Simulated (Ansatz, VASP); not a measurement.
One calculation of Cu, two programs

File POSCAR:

```
Cu
1.0
    2.5293395076      0.0000000000      0.0000000000
   -1.2646697538      2.1904722684      0.0000000000
    0.0000000000      0.0000000000      7.8507428620
Cu
4
Direct
    0.0000000000      0.0000000000      0.0000000000
    0.3333333333      0.6666666667      0.2500000000
    0.0000000000      0.0000000000      0.5000000000
    0.6666666667      0.3333333333      0.7500000000
```

Contents of INCAR.step1:

```
ALGO = Normal ; EDIFF = 1E-4
ENCUT = 520 ; GGA = PE
ISMEAR = 0 ; LASPH = True
LCHARG = False ; LREAL = False
LWAVE = True ; NBANDS = 30
NELM = 60 ; PREC = Accurate
SIGMA = 0.15
```

File INCAR.step2:

```
ALGO = Normal ; EDIFF = 1E-7
ENCUT = 520 ; ISIF = 2
ISMEAR = 0 ; ISTART = 1
LASPH = True ; LCHARG = False
LMIXTAU = True ; LREAL = False
LWAVE = False ; METAGGA = R2SCAN
NBANDS = 30 ; NELM = 60
PREC = Accurate ; SIGMA = 0.15
```

File KPOINTS:

```
k-points
0
Gamma
  24 24 6
```

Input for Ansatz:

```yaml
crystal:
  lattice:
    - [2.5293395076, 0.0, 0.0]
    - [-1.2646697538, 2.1904722684, 0.0]
    - [0.0, 0.0, 7.850742862]
  atoms:
    - { symbol: Cu, position: [0.0, 0.0, 0.0] }
    - { symbol: Cu, position: [0.3333333333, 0.6666666667, 0.25] }
    - { symbol: Cu, position: [0.0, 0.0, 0.5] }
    - { symbol: Cu, position: [0.6666666667, 0.3333333333, 0.75] }
basis:
  ecutwfc: 500
kpoints:
  mp_grid: { grid: [24, 24, 6] }
hamiltonian:
  xc: r2scan
scf:
  occupations: { method: gaussian, width: 0.15 }
output:
  forces: true
  stress: true
  eigenvalues: true
```

Change from the starting cell: strain +0.000 along x and y, -0.050 along z, atoms carried along.

Alike in both runs: task single point; functional r2SCAN; k mesh 24 × 24 × 6; occupations gaussian, width 0.15 eV; no spin polarisation.

```csv
,VASP,Ansatz
version,VASP 6.6.1,Ansatz 0.2.0
potentials or method,"VASP PAW PBE potentials, release 64 (Cu), cutoff 520 eV","scalar-relativistic, plane waves, PAW"
valence electrons in the cell,44,76
```

```tsv
	VASP	Ansatz	Ansatz less VASP
gap on the k mesh at the Fermi level (eV)	none	none	-
pressure (GPa)	10.8	10.0	-0.79
traceless stress, the component that is largest in VASP (GPa)	7.84	7.73	-0.112
```

VASP's potentials were made for PBE, not for r2SCAN. A gap of «none» marks a metal or a gap that the smearing closes. With one functional, cell and mesh, what is left measures potentials, basis and numerics. VASP's potentials hold 44 valence electrons a cell and Ansatz's 76, so a difference there can come from the potentials and not from the codes.
